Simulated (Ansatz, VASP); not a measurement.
## Two plane-wave programs on BN

File INCAR:

```
PREC     = Accurate       # precision mode
ENCUT    = 520            # plane-wave cutoff, eV
EDIFF    = 1E-7           # SCF threshold, eV
ISMEAR   = 0              # smearing method
SIGMA    = 0.05           # smearing width, eV
LREAL    = False          # projectors in reciprocal space
LASPH    = True           # aspherical terms in the spheres
NELM     = 100            # most SCF steps
ALGO     = Normal         # electronic algorithm
ISIF     = 2              # what is computed and relaxed
LWAVE    = False          # write WAVECAR
LCHARG   = False          # write CHGCAR
GGA      = PE             # functional
NBANDS   = 16             # bands
```

File KPOINTS:

```
regular mesh
0
Gamma
  12 12 6
```

File POSCAR:

```
BN
1.0
    2.5667092997      0.0000000000      0.0000000000
   -1.2833546499      2.2228354577      0.0000000000
    0.0000000000      0.0000000000      4.2268550000
B N
2 2
Direct
    0.6666666667      0.3333333333      0.9997240000
    0.3333333333      0.6666666667      0.4997240000
    0.6666666667      0.3333333333      0.6252760000
    0.3333333333      0.6666666667      0.1252760000
```

Input for Ansatz:

```yaml
crystal:
  lattice:
    - [2.5667092997, 0.0, 0.0]
    - [-1.2833546499, 2.2228354577, 0.0]
    - [0.0, 0.0, 4.226855]
  atoms:
    - { symbol: B, position: [0.6666666667, 0.3333333333, 0.999724] }
    - { symbol: B, position: [0.3333333333, 0.6666666667, 0.499724] }
    - { symbol: "N", position: [0.6666666667, 0.3333333333, 0.625276] }
    - { symbol: "N", position: [0.3333333333, 0.6666666667, 0.125276] }
basis:
  ecutwfc: 420
kpoints:
  mp_grid: { grid: [12, 12, 6] }
hamiltonian:
  xc: pbe
scf:
  occupations: { method: gaussian, width: 0.05 }
output:
  forces: true
  stress: true
  eigenvalues: true
```

Change from the starting cell: strain +0.0050 x Voigt [1, 1, 0, 0, 0, 0], atoms carried along.

Alike in both runs: task single point; functional PBE; k mesh 12 × 12 × 6; occupations gaussian, width 0.05 eV; no spin polarisation.

|  | VASP | Ansatz |
| --- | --- | --- |
| version | VASP 6.6.1 | Ansatz 0.2.0 |
| potentials or method | VASP PAW PBE potentials, release 64 (B, N), cutoff 520 eV | scalar-relativistic, plane waves, PAW |
| valence electrons in the cell | 16 | 16 |

VASP gave:

- gap on the k mesh at the Fermi level (eV): 5.23
- least direct gap on the mesh (eV): 8.17
- pressure (GPa): -3.5
- traceless stress, the component that is largest in VASP (GPa): 2.56
- rms of the force components (eV/Å): 0.014

Question: Estimate Ansatz's values.

Answer: gap on the k mesh at the Fermi level (eV): 5.24; least direct gap on the mesh (eV): 8.18; pressure (GPa): -3.7; traceless stress, the component that is largest in VASP (GPa): 2.57; rms of the force components (eV/Å): 0.014.

Atom by atom the forces differ by 0.001 eV/Å (rms over components). With one functional, cell and mesh, what is left measures potentials, basis and numerics.
